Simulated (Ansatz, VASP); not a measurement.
## Two plane-wave programs on AlN

```
CELL_PARAMETERS angstrom
-3.13024 0.00000 0.00000
-1.56512 -2.71087 0.00000
-1.56496 -0.90353 10.03596
ATOMIC_POSITIONS crystal
Al 0.03183 0.03183 0.90461
Al 0.19848 0.19848 0.40461
Al 0.61513 0.61513 0.15461
Al 0.44848 0.44848 0.65461
N 0.30154 0.30154 0.09539
N 0.13489 0.13489 0.59539
N 0.55155 0.55155 0.34539
N 0.38490 0.38490 0.84539
```

Alike in both runs: task single point; functional PBE; k mesh 8 × 8 × 3; occupations gaussian, width 0.05 eV; no spin polarisation.

```csv
,VASP,Ansatz
version,VASP 6.6.1,Ansatz 0.2.0
potentials or method,"VASP PAW PBE potentials, release 64 (Al, N), cutoff 520 eV","scalar-relativistic, plane waves, PAW"
valence electrons in the cell,32,32
```

|  | VASP | Ansatz | Ansatz less VASP |
| --- | --- | --- | --- |
| gap on the k mesh at the Fermi level (eV) | 2.49 | 2.49 | -0.004 |
| least direct gap on the mesh (eV) | 2.52 | 2.52 | -0.004 |
| pressure (GPa) | -0.8 | -0.6 | +0.25 |
| traceless stress, the component that is largest in VASP (GPa) | 10.37 | 10.34 | -0.034 |
| rms of the force components (eV/Å) | 0.385 | 0.385 | +0.0001 |

Atom by atom the forces differ by 0.004 eV/Å (rms over components). The functional is the same, so the differences come from potentials, cutoffs and numerics.
